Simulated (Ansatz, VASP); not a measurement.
# One calculation of BaTiO3, two programs

```xyz
5
Lattice="2.8559 1.6489 2.3177 -2.8559 1.6489 2.3177 0.0000 -3.2978 2.3177" Properties=species:S:1:pos:R:3 pbc="T T T"
Ba    0.0000    0.0000    0.0000
Ti    0.0000    0.0000    3.5739
O     0.0000   -1.6156    4.5536
O    -1.3991    0.8078    4.5536
O     1.3991    0.8078    4.5536
```

Change from the starting cell: equal xx and yy strain of +1 %.

Alike in both runs: task single point; functional PBE; k mesh 9 × 9 × 9; occupations fermi-dirac, width 0.05 eV; no spin polarisation.

|  | VASP | Ansatz |
| --- | --- | --- |
| version | VASP 6.6.1 | Ansatz 0.2.0 |
| potentials or method | VASP PAW PBE potentials, release 64 (Ba_sv, Ti_sv, O), cutoff 520 eV | all-electron LAPW, scalar-relativistic |

|  | VASP | Ansatz | Ansatz less VASP |
| --- | --- | --- | --- |
| gap on the k mesh at the Fermi level (eV) | 2.33 | 2.38 | +0.045 |
| pressure (GPa) | 3.2 | 1.5 | -1.68 |
| traceless stress, the component that is largest in VASP (GPa) | 1.43 | 1.43 | +0.001 |
| rms of the force components (eV/Å) | 0.041 | 0.053 | +0.0115 |

Atom by atom the forces differ by 0.027 eV/Å (rms over components). Ansatz ran all-electron here, and VASP with PAW potentials.

Neither program's run includes spin-orbit coupling.
